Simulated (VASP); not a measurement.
# InPd (R3m) in VASP: a series of runs

The runs below take InPd through single point, with r2SCAN.

All numbers are computed with VASP 6.6.1; they aren't measurements. Logs are shortened: lines on timing, memory, paths and dates and some standing lists are left out, and cuts for length are marked.

**1. The cell of the first run**

It takes space group R3m (No. 160, trigonal). The conventional cell has a = 4.627 Å, b = 4.627 Å, c = 5.667 Å, α = 90.00°, β = 90.00°, γ = 120.00°. In (site symmetry 3m) has 7 Pd at 2.33 to 3.04 Å within 3.1 Å. Within 3.1 Å of Pd (site symmetry 3m) lie 7 In at 2.33 to 3.04 Å.

**2. Single point, r2SCAN**

File POSCAR:

```
InPd
1.0
    3.2718847800      0.0000000000      0.0000000000
    0.0000000000      3.2718847800      0.0000000000
    0.0000000000      0.0000000000      3.2718847800
In Pd
1 1
Direct
    0.0000000000      0.0000000000      0.0000000000
    0.5882290038      0.5882290038      0.5882290038
```

File INCAR.step1:

```
SYSTEM = InPd
PREC = Accurate ; ENCUT = 520
ISMEAR = 0 ; SIGMA = 0.15
LREAL = .FALSE. ; LASPH = .TRUE.
NELM = 100 ; NBANDS = 18
GGA = PE ; ALGO = Normal
EDIFF = 1E-4 ; LWAVE = .TRUE.
LCHARG = .FALSE.
```

File INCAR.step2:

```
SYSTEM = InPd
PREC = Accurate ; ENCUT = 520
EDIFF = 1E-7 ; ISMEAR = 0
SIGMA = 0.15 ; LREAL = .FALSE.
LASPH = .TRUE. ; NELM = 100
ALGO = Normal ; ISIF = 2
LWAVE = .FALSE. ; LCHARG = .FALSE.
METAGGA = R2SCAN ; LMIXTAU = .TRUE.
NBANDS = 18 ; ISTART = 1
```

File KPOINTS:

```
regular mesh
0
G
  14 14 14
  0 0 0
```

Potentials or basis: VASP PAW PBE potentials, release 64 (In_d, Pd).

On the command line:

```console
cat potpaw_PBE.64/In_d/POTCAR potpaw_PBE.64/Pd/POTCAR > POTCAR
cp INCAR.step1 INCAR
mpirun -np 1 vasp_std > vasp.out
cp INCAR.step2 INCAR
mpirun -np 1 vasp_std > vasp.out
```

OUTCAR:

```text
SYSTEM = InPd
   PREC = Accurate
   ENCUT = 520
   EDIFF = 1E-7
   ISMEAR = 0
   LREAL = .FALSE.
   LASPH = .TRUE.
   NELM = 100
   ISIF = 2
   METAGGA = R2SCAN
   ISTART = 1

 ion  position               nearest neighbor table
   1  0.000  0.000  0.000-   2 2.33   2 2.71   2 2.71   2 2.71   2 3.04   2 3.04   2 3.04   2 3.33

   2  0.588  0.588  0.588-   1 2.33   1 2.71   1 2.71   1 2.71   1 3.04   1 3.04   1 3.04   1 3.33

  LATTYP: Found a simple cubic cell.
 ALAT       =     3.2718847800

  Lattice vectors:

 A1 = (   3.2718847800,   0.0000000000,   0.0000000000)
 A2 = (   0.0000000000,   3.2718847800,   0.0000000000)
 A3 = (   0.0000000000,   0.0000000000,   3.2718847800)

Analysis of symmetry for initial positions (statically):
=====================================================================
 Subroutine PRICEL returns:
 Original cell was already a primitive cell.

 Routine SETGRP: Setting up the symmetry group for a
 simple cubic supercell.

 Subroutine GETGRP returns: Found  6 space group operations
 (whereof  6 operations were pure point group operations)
 out of a pool of 48 trial point group operations.

The static configuration has the point symmetry C_3v.

Analysis of symmetry for dynamics (positions and initial velocities):
=====================================================================
 Subroutine PRICEL returns:
 Original cell was already a primitive cell.

 Routine SETGRP: Setting up the symmetry group for a
 simple cubic supercell.

 Subroutine GETGRP returns: Found  6 space group operations
 (whereof  6 operations were pure point group operations)
 out of a pool of 48 trial point group operations.

The dynamic configuration has the point symmetry C_3v.

 Subroutine INISYM returns: Found  6 space group operations
 (whereof  6 operations are pure point group operations),
 and found     1 'primitive' translations

----------------------------------------------------------------------------------------

                                     Primitive cell

  volume of cell :      35.0263

  direct lattice vectors                    reciprocal lattice vectors
     3.271884780  0.000000000  0.000000000     0.305634234  0.000000000  0.000000000
     0.000000000  3.271884780  0.000000000     0.000000000  0.305634234  0.000000000
     0.000000000  0.000000000  3.271884780     0.000000000  0.000000000  0.305634234

  length of vectors
     3.271884780  3.271884780  3.271884780     0.305634234  0.305634234  0.305634234

  position of ions in fractional coordinates (direct lattice)
     0.000000000  0.000000000  0.000000000
     0.588229004  0.588229004  0.588229004

  ion indices of the primitive-cell ions
   primitive index   ion index
                 1           1
                 2           2

----------------------------------------------------------------------------------------

 KPOINTS: regular mesh

Automatic generation of k-mesh.
 Grid dimensions read from file:
 generate k-points for:   14   14   14

 Generating k-lattice:

  Cartesian coordinates                     Fractional coordinates (reciprocal lattice)
     0.021831017  0.000000000  0.000000000     0.071428571  0.000000000  0.000000000
     0.000000000  0.021831017  0.000000000     0.000000000  0.071428571  0.000000000
     0.000000000  0.000000000  0.021831017     0.000000000  0.000000000  0.071428571

  Length of vectors
     0.021831017  0.021831017  0.021831017

  Shift w.r.t. Gamma in fractional coordinates (k-lattice)
     0.000000000  0.000000000  0.000000000

 Subroutine IBZKPT returns following result:
 ===========================================

 Found    288 irreducible k-points:

 Following reciprocal coordinates:
            Coordinates               Weight
  0.000000  0.000000  0.000000      1.000000
  0.071429  0.000000  0.000000      6.000000
  0.142857  0.000000  0.000000      6.000000
  0.214286  0.000000  0.000000      6.000000
  0.285714  0.000000  0.000000      6.000000
  0.357143  0.000000  0.000000      6.000000
[... 16 lines left out ...]
 -0.142857  0.142857  0.000000      6.000000
  0.214286  0.142857  0.000000     12.000000
 [... further k-points ...]
   k-points           NKPTS =    288   k-points in BZ     NKDIM =    288   number of bands    NBANDS=     18
   number of dos      NEDOS =    301   number of ions     NIONS =      2
   total plane-waves  NPLWV =  13824
   dimension x,y,z NGX =    24 NGY =   24 NGZ =   24
   dimension x,y,z NGXF=    48 NGYF=   48 NGZF=   48
   ions per type =               1   1
   NGX,Y,Z   is equivalent  to a cutoff of  12.19, 12.19, 12.19 a.u.
   NGXF,Y,Z  is equivalent  to a cutoff of  24.39, 24.39, 24.39 a.u.
 SYSTEM =  InPd
   PREC   = accura    normal or accurate (medium, high low for compatibility)
   ISTART =      1    job   : 0-new  1-cont  2-samecut
   ICHARG =      0    charge: 1-file 2-atom 10-const
   ISPIN  =      1    spin polarized calculation?
   LNONCOLLINEAR =      F non collinear calculations
   LSORBIT =      F    spin-orbit coupling
   LASPH  =      T    aspherical Exc in radial PAW
   ENCUT  =  520.0 eV  38.22 Ry    6.18 a.u.   6.08  6.08  6.08*2*pi/ulx,y,z
   NELM   =    100;   NELMIN=  2; NELMDL=  0     # of ELM steps
   EDIFF  = 0.1E-06   stopping-criterion for ELM
   LREAL  =      F    real-space projection
   EDIFFG = 0.1E-05   stopping-criterion for IOM
   NSW    =      0    number of steps for IOM
   IBRION =     -1    ionic relax: 0-MD 1-quasi-New 2-CG
   NFREE  =      0    steps in history (QN), initial steepest desc. (CG)
   ISIF   =      2    stress and relaxation
   ISYM   =      2    0-nonsym 1-usesym 2-fastsym
   POTIM  = 0.5000    time-step for ionic-motion
   TEBEG  =    0.0;   TEEND  =   0.0 temperature during run
   PSTRESS=    0.0 pullay stress
   NELECT =      23.0000    total number of electrons
   NUPDOWN=      -1.0000    fix difference up-down
   EMIN   =  10.00;   EMAX   =-10.00  energy-range for DOS
   EFERMI =   0.00;   METHOD = LEGACY
   ISMEAR =     0;   SIGMA  =   0.15  broadening in eV -4-tet -1-fermi 0-gaus
   EFERMI_NEDOS =   21; number of points for ismear=-14 and -15
   IALGO  =     38    algorithm
   IMIX   =      4    mixing-type and parameters
     AMIX     =   0.40;   BMIX     =  1.00
     AMIX_MAG =   1.60;   BMIX_MAG =  1.00
  volume/ion in A,a.u.               =      17.51       118.18
  Fermi-wavevector in a.u.,A,eV,Ry     =   1.422938  2.688964 27.548447  2.024754
  Thomas-Fermi vector in A             =   2.543589
   LORBIT       =      0    0 simple, 1 ext, 2 COOP (PROOUT), +10 PAW based schemes
   METAGGA = R2SCAN    functional components
   LHFCALC =     F    Hartree Fock is set to
   AEXX    =    0.0000 exact exchange contribution
   IVDW    =     0    specifies the selected vdW correction
   LEPSILON=     F    determine dielectric tensor
   LRPA    =     F    only Hartree local field effects (RPA)
 non-spin polarized calculation
 Gauss-broadening in eV      SIGMA  =   0.15
  energy-cutoff  :      520.00
  volume of cell :       35.03
 maximum number of plane-waves:       968
   NGX = 13   NGY = 13   NGZ = 13

 number of electron      22.9999991 magnetization

 Free energy of the ion-electron system (eV)
  ---------------------------------------------------
  ext. energy  EPLUGINS =         0.00000000
  ---------------------------------------------------
  free energy    TOTEN  =       -45.90042991 eV

  energy without entropy =      -45.89337603  energy(sigma->0) =      -45.89690297

 E-fermi :  10.5108     XC(G=0): -13.1542

 val. band max:       10.4995140652   @ k =  -0.1429   0.2143   0.3571
 cond. band min:      10.5347857611   @ k =  -0.4286   0.4286   0.3571
 fundamental gap:      0.0352716960
 Fermi energy:        10.5107833267

 k-point     1 :       0.0000    0.0000    0.0000
  band No.  band energies     occupation
      1      -5.1812      2.00000
      2      -5.1812      2.00000
      3      -4.9015      2.00000
      4      -4.6929      2.00000
      5      -4.6929      2.00000
      6      -0.0081      2.00000
[... 10 lines left out ...]
     17      20.9453      0.00000
     18      27.1649      0.00000

 k-point     2 :       0.0714    0.0000    0.0000
  band No.  band energies     occupation
      1      -5.1795      2.00000
      2      -5.1623      2.00000
      3      -4.9043      2.00000
      4      -4.7001      2.00000
      5      -4.6944      2.00000
      6       0.0759      2.00000
[... 10 lines left out ...]
     17      21.5348      0.00000
     18      27.0985      0.00000

 k-point     3 :       0.1429    0.0000    0.0000
  band No.  band energies     occupation
      1      -5.1748      2.00000
      2      -5.1095      2.00000
      3      -4.9123      2.00000
      4      -4.7203      2.00000
      5      -4.6985      2.00000
      6       0.3273      2.00000
[... 10 lines left out ...]
     17      23.2079      0.00000
     18      26.7728      0.00000

 k-point     4 :       0.2143    0.0000    0.0000
  band No.  band energies     occupation
      1      -5.1680      2.00000
      2      -5.0334      2.00000
      3      -4.9243      2.00000
      4      -4.7494      2.00000
      5      -4.7036      2.00000
      6       0.7425      2.00000
[... 10 lines left out ...]
     17      25.2727      0.00000
     18      26.1799      0.00000

 k-point     5 :       0.2857    0.0000    0.0000
  band No.  band energies     occupation
      1      -5.1603      2.00000
      2      -4.9513      2.00000
      3      -4.9364      2.00000
      4      -4.7816      2.00000
      5      -4.7084      2.00000
      6       1.3130      2.00000
[... 10 lines left out ...]
     17      25.3293      0.00000
     18      25.8454      0.00000

 k-point     6 :       0.3571    0.0000    0.0000
  band No.  band energies     occupation
      1      -5.1532      2.00000
      2      -4.9524      2.00000
      3      -4.8732      2.00000
      4      -4.8106      2.00000
      5      -4.7117      2.00000
      6       2.0197      2.00000
[... 10 lines left out ...]
     17      24.1646      0.00000
     18      24.5525      0.00000

 k-point     7 :       0.4286    0.0000    0.0000
  band No.  band energies     occupation
      1      -5.1481      2.00000
      2      -4.9616      2.00000
      3      -4.8308      2.00000
      4      -4.8219      2.00000
      5      -4.7132      2.00000
      6       2.8072      2.00000
[... 10 lines left out ...]
     17      22.9793      0.00000
     18      23.4180      0.00000

 k-point     8 :       0.5000    0.0000    0.0000
  band No.  band energies     occupation
      1      -5.1462      2.00000
      2      -4.9650      2.00000
      3      -4.8379      2.00000
      4      -4.8038      2.00000
      5      -4.7134      2.00000
      6       3.3426      2.00000
[... 10 lines left out ...]
     17      22.2615      0.00000
     18      22.8272      0.00000
[... 229 lines left out ...]
     17      23.0165      0.00000
     18      24.3888      0.00000

 k-point    20 :      -0.0714    0.4286    0.0000
  band No.  band energies     occupation
      1      -5.1352      2.00000
      2      -4.9694      2.00000
      3      -4.8367      2.00000
      4      -4.8151      2.00000
      5      -4.7193      2.00000
      6       2.8631      2.00000
[... 10 lines left out ...]
     17      22.8563      0.00000
     18      23.4817      0.00000

 k-point    21 :       0.5000    0.0714    0.0000
  band No.  band energies     occupation
      1      -5.1332      2.00000
      2      -4.9714      2.00000
      3      -4.8440      2.00000
      4      -4.7967      2.00000
      5      -4.7199      2.00000
      6       3.3837      2.00000
[... 10 lines left out ...]
     17      22.4320      0.00000
     18      23.7368      0.00000

 k-point    22 :       0.1429    0.1429    0.0000
  band No.  band energies     occupation
      1      -5.1373      2.00000
      2      -5.0664      2.00000
      3      -4.9204      2.00000
      4      -4.7384      2.00000
      5      -4.7195      2.00000
      6       0.6571      2.00000
[... 10 lines left out ...]
     17      23.1706      0.00000
     18      26.1629      0.00000

 k-point    23 :      -0.1429    0.1429    0.0000
  band No.  band energies     occupation
      1      -5.1374      2.00000
      2      -5.0706      2.00000
      3      -4.9309      2.00000
      4      -4.7412      2.00000
      5      -4.7128      2.00000
      6       0.6566      2.00000
[... 10 lines left out ...]
     17      23.5137      0.00000
     18      25.1206      0.00000

 k-point    24 :       0.2143    0.1429    0.0000
  band No.  band energies     occupation
      1      -5.1225      2.00000
      2      -4.9973      2.00000
      3      -4.9340      2.00000
      4      -4.7669      2.00000
      5      -4.7293      2.00000
      6       1.0629      2.00000
[... 10 lines left out ...]
     17      24.2888      0.00000
     18      26.2208      0.00000

 [... further k-points ...]

------------------------ aborting loop because EDIFF is reached ----------------------------------------

  FORCE on cell =-STRESS in cart. coord.  units (eV):
  Direction    XX          YY          ZZ          XY          YZ          ZX
  --------------------------------------------------------------------------------------
  -------------------------------------------------------------------------------------
  Total        3.2790622      3.2790622      3.2790622      2.4404770      2.4404770      2.4404770
  in kB      149.9913557    149.9913557    149.9913557    111.6326658    111.6326658    111.6326658
  external PRESSURE =     149.9913557 kB  Pullay stress =       0.0000000 kB

 VOLUME and BASIS-vectors are now :
 -----------------------------------------------------------------------------
  energy-cutoff  :      520.00
  volume of cell :       35.03
      direct lattice vectors                 reciprocal lattice vectors
     3.271884780  0.000000000  0.000000000     0.305634234  0.000000000  0.000000000
     0.000000000  3.271884780  0.000000000     0.000000000  0.305634234  0.000000000
     0.000000000  0.000000000  3.271884780     0.000000000  0.000000000  0.305634234

 POSITION                                       TOTAL-FORCE (eV/Angst)
 -----------------------------------------------------------------------------------
      0.00000      0.00000      0.00000         2.364907      2.364907      2.364907
      1.92462      1.92462      1.92462        -2.364907     -2.364907     -2.364907
 -----------------------------------------------------------------------------------
    total drift:                               -0.000001     -0.000001      0.000002

  FREE ENERGIE OF THE ION-ELECTRON SYSTEM (eV)
  ---------------------------------------------------
  free  energy   TOTEN  =       -45.9004299101 eV

  energy  without entropy=      -45.8933760253  energy(sigma->0) =      -45.89690297
```

Run time: 7.7 min. Hardware: 1 thread of AMD EPYC 7R43 (Zen 3), shared host; peak memory 0.26 GiB.

Results:

| Item | Value |
| --- | --- |
| Free energy | -45.9004 eV |
| Pressure | 15.0 GPa |
| Largest force | 4.096 eV/Å |

Forces on the atoms (eV/Å):
```
In   2.365  2.365  2.365
Pd  -2.365 -2.365 -2.365
```

Caveat: the cell differs from its parent crystal (all Pd atoms moved -0.500 Å, as atom 2 towards its neighbour atom 1 (In) at 2.834 Å); the PAW data sets were made with another functional, which shifts forces and pressure a little; spin-orbit coupling is left out, which moves the levels of the heavy elements.

(Part 1 of 2 ends here.)
